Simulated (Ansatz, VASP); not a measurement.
**Two plane-wave programs on CdBr3**

File INCAR:

```
  PREC = Accurate
  ENCUT = 520
  EDIFF = 1E-6
  ISMEAR = 0
  SIGMA = 0.1
  LREAL = F
  LASPH = T
  NELM = 80
  ALGO = Normal
  ISIF = 2
  LWAVE = F
  LCHARG = T
  GGA = PE
  LELF = T
  LVHAR = T
  NBANDS = 24
```

Contents of KPOINTS:

```
Automatic mesh
0
Gamma
  3 3 3
```

File POSCAR:

```
CdBr3
1.0
    3.5693989700      2.0607934500      2.9048767800
   -3.5693989700      2.0607934500      2.9048767800
    0.0000000000     -4.1215869100      2.9048767800
Cd Br
1 3
Direct
    0.0000000000      0.0000000000      0.0000000000
    0.0000000000      0.5000000000      0.5000000000
    0.5000000000      0.5000000000      0.0000000000
    0.5000000000      0.0000000000      0.5000000000
```

Input for Ansatz:

```yaml
crystal:
  lattice:
    - [3.56939897, 2.06079345, 2.90487678]
    - [-3.56939897, 2.06079345, 2.90487678]
    - [0.0, -4.12158691, 2.90487678]
  atoms:
    - { symbol: Cd, position: [0.0, 0.0, 0.0] }
    - { symbol: Br, position: [0.0, 0.5, 0.5] }
    - { symbol: Br, position: [0.5, 0.5, 0.0] }
    - { symbol: Br, position: [0.5, 0.0, 0.5] }
basis:
  ecutwfc: 420
kpoints:
  mp_grid: { grid: [3, 3, 3] }
hamiltonian:
  xc: pbe
scf:
  occupations: { method: gaussian, width: 0.1 }
  lower_state_search: "off"
output:
  forces: true
  stress: true
  eigenvalues: true
```

Change from the starting cell: species swapped into the EuBi3 type (R-3m, No. 166).

Alike in both runs: task single point; functional PBE; k mesh 3 × 3 × 3; occupations gaussian, width 0.1 eV; no spin polarisation.

```csv
,VASP,Ansatz
version,VASP 6.6.1,Ansatz 0.2.0
potentials or method,"VASP PAW PBE potentials, release 64 (Cd, Br), cutoff 520 eV","scalar-relativistic, plane waves, PAW"
valence electrons in the cell,33,41
```

|  | VASP | Ansatz | Ansatz less VASP |
| --- | --- | --- | --- |
| gap on the k mesh at the Fermi level (eV) | none | none | - |
| pressure (GPa) | -3.3 | -3.3 | -0.02 |
| traceless stress, the component that is largest in VASP (GPa) | -0.20 | -0.20 | 0.000 |

A gap of «none» marks a metal or a gap that the smearing closes. VASP's potentials hold 33 valence electrons a cell and Ansatz's 41, so a difference there can come from the potentials and not from the codes.

The k mesh is coarse, so the values compare programs but aren't converged.
